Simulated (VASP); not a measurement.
The system is GaSb.

```xyz
2
Lattice="0.0000 3.1091 3.1091 3.1091 0.0000 3.1091 3.1091 3.1091 0.0000" Properties=species:S:1:pos:R:3 pbc="T T T"
Ga    0.0000    0.0000    0.0000
Sb    1.5545    1.5545    1.5545
```

```yaml
Program: VASP 6.6.1
Task: relaxation of cell and atoms
Functional: PBEsol
Potentials_or_basis: VASP PAW PBE potentials, release 64 (Ga_d, Sb)
Cutoff: 600 eV
k_mesh: 6 × 6 × 6
Occupations: fermi-dirac, width 0.02 eV
Spin: no spin polarisation
```

At the start: pressure -2.2 GPa; volume 30.05 Å³/atom.

Question: How do energy, volume and symmetry change on relaxing?

Answer: Over 4 steps the energy falls by 10.3 meV/atom and the volume is 28.63 Å³/atom (-4.7 %); space group F-43m (No. 216, to 0.05 Å).

The path:
| step | energy change (eV) | largest force (eV/Å) | pressure (GPa) | volume (Å³) |
| --- | --- | --- | --- | --- |
| 1 | 0.0000 | 0.0000 | -2.22 | 60.11 |
| 2 | -0.0194 | 0.0000 | 0.54 | 56.55 |
| 3 | -0.0206 | 0.0000 | 0.04 | 57.20 |
| 4 | -0.0206 | 0.0000 | -0.01 | 57.26 |

Final structure:
```
Ga Sb
1.0
     0.00000    3.05914    3.05914
     3.05914    0.00000    3.05914
     3.05914    3.05914    0.00000
Ga Sb
1 1
Direct
  0.00000 0.00000 0.00000
  0.25000 0.25000 0.25000
```

Caveat: the PAW data sets were made with another functional, which shifts forces and pressure a little.
